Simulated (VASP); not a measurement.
A run of VASP 6.6.1 is set up as follows.

INCAR

```
SYSTEM = AgCl
PREC     = Accurate       ! precision mode
ENCUT    = 520            ! plane-wave cutoff, eV
EDIFF    = 1E-6           ! SCF threshold, eV
ISMEAR   = -1             ! smearing method
SIGMA    = 0.05           ! smearing width, eV
LREAL    = .FALSE.        ! projectors in reciprocal space
LASPH    = .TRUE.         ! aspherical terms in the spheres
NELM     = 80             ! most SCF steps
ALGO     = Normal         ! electronic algorithm
ISIF     = 2              ! what is computed and relaxed
LWAVE    = .FALSE.        ! write WAVECAR
LCHARG   = .FALSE.        ! write CHGCAR
GGA      = RE             ! functional
NBANDS   = 16             ! bands
```

Contents of KPOINTS:

```
regular mesh
0
G
  5 5 5
  0 0 0
```

POSCAR

```
AgCl
1.0
    0.0000000000      2.7350000000      2.7350000000
    2.7350000000      0.0000000000      2.7350000000
    2.7350000000      2.7350000000      0.0000000000
Ag Cl
1 1
Direct
    0.0000000000      0.0000000000      0.0000000000
    0.5000000000      0.5000000000      0.5000000000
```

Potentials or basis: VASP PAW PBE potentials, release 64 (Ag, Cl).

Command:

```bash
$ cat potpaw_PBE.64/Ag/POTCAR potpaw_PBE.64/Cl/POTCAR > POTCAR
$ mpirun -np 1 vasp_std > vasp.out
```

**Question.** Estimate the pressure.

**Answer.** 6.2 GPa.

**Question.** Estimate the band gap on the k mesh.

**Answer.** 1.18 eV, indirect (least direct gap 3.53 eV).

Caveat: the PAW data sets were made with another functional, which shifts forces and pressure a little. As with any semilocal functional, this revPBE gap is likely too small.
